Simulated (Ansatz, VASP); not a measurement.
## Ba in VASP and in Ansatz

```xyz
1
Lattice="0.0000 3.2266 3.2266 3.2266 0.0000 3.2266 3.2266 3.2266 0.0000" Properties=species:S:1:pos:R:3 pbc="T T T"
Ba    0.0000    0.0000    0.0000
```

Alike in both runs: functional BLYP; k mesh 9 × 9 × 9; occupations fermi-dirac, width 0.1 eV; no spin polarisation.

Ansatz relaxed the structure, and its values are those at the end. VASP's run is a single point on that final structure, the one shown.

|  | VASP | Ansatz |
| --- | --- | --- |
| version | VASP 6.6.1 | Ansatz 0.2.0 |
| potentials or method | VASP PAW PBE potentials, release 64 (Ba_sv), cutoff 520 eV | plane waves (420 eV) with PAW, scalar-relativistic |
| valence electrons in the cell | 10 | 10 |

```csv
,VASP,Ansatz,Ansatz less VASP
pressure (GPa),0.1,0.0,-0.04
```

VASP's potentials were made for PBE, not for BLYP. With one functional, cell and mesh, what is left measures potentials, basis and numerics.

Spin-orbit coupling is off throughout.
